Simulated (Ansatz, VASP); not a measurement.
SnO: VASP beside Ansatz

```xyz
4
Lattice="3.6528 0.0000 0.0000 0.0000 3.6528 0.0000 0.0000 0.0000 4.6562" Properties=species:S:1:pos:R:3 pbc="T T T"
Sn    0.0000    1.8264    1.1435
Sn    1.8264    0.0000    3.5127
O     0.0000    0.0000    0.0000
O     1.8264    1.8264    0.0000
```

Alike in both runs: task single point; functional LDA; k mesh 10 × 10 × 8; occupations gaussian, width 0.15 eV; no spin polarisation.

```csv
,VASP,Ansatz
version,VASP 6.6.1,Ansatz 0.2.0
potentials or method,"VASP PAW LDA potentials, release 64 (Sn_d, O), cutoff 520 eV","scalar-relativistic, plane waves, PAW"
valence electrons in the cell,40,40
```

|  | VASP | Ansatz | Ansatz less VASP |
| --- | --- | --- | --- |
| gap on the k mesh at the Fermi level (eV) | none | none | - |
| pressure (GPa) | 8.6 | 7.9 | -0.70 |
| traceless stress, the component that is largest in VASP (GPa) | -2.81 | -2.81 | -0.003 |
| rms of the force components (eV/Å) | 0.413 | 0.344 | -0.0696 |

Ansatz warns that its potentials were made for another functional, while VASP's fit it. LDA's correlation is that of Perdew and Zunger in VASP and of Perdew and Wang (1992) in Ansatz. Atom by atom the forces differ by 0.070 eV/Å (rms over components). A gap of «none» marks a metal or a gap that the smearing closes.
